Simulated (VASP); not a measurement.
## ZrAs3: single point with PBE

ZrAs3:

```
Zr As
1.0
     4.25179    0.00000    0.00000
     0.00000    4.25179    0.00000
     0.00000    0.00000    4.25179
Zr As
1 3
Direct
  0.00000 0.00000 0.00000
  0.00000 0.50000 0.50000
  0.50000 0.00000 0.50000
  0.50000 0.50000 0.00000
```

```json
{"Program": "VASP 6.6.1", "Task": "single point", "Functional": "PBE", "Potentials or basis": "VASP PAW PBE potentials, release 64 (Zr_sv, As)", "Cutoff": "520 eV", "k mesh": "4 × 4 × 4", "Occupations": "gaussian, width 0.1 eV", "Spin": "no spin polarisation", "Dipole correction": "no", "Further INCAR settings": "ALGO = Normal; EDIFF = 1e-06; NBANDS = 22"}
```

| Property | Result |
| --- | --- |
| Pressure | 0.5 GPa |

Levels at points of the mesh, in eV from the Fermi level:
```tsv
k point	band 11	band 12	band 13	band 14	band 15	band 16
(0.00, 0.00, 0.00)	-0.09	-0.09	-0.09	-0.03	-0.03	-0.03
(0.50, 0.00, 0.00)	-2.29	-2.09	-2.09	-1.03	0.14	0.98
(0.50, 0.50, 0.00)	-3.10	-1.88	-1.59	-1.59	0.40	0.70
(0.50, 0.50, 0.50)	-5.47	0.39	1.15	1.15	1.65	1.65
```

Wall time 9.5 s on 1 thread of Intel(R) Xeon(R) 6975P-C (Granite Rapids), on a shared host, peak memory 0.17 GiB.

Caveat: the k points lie up to 0.37 Å⁻¹ apart.
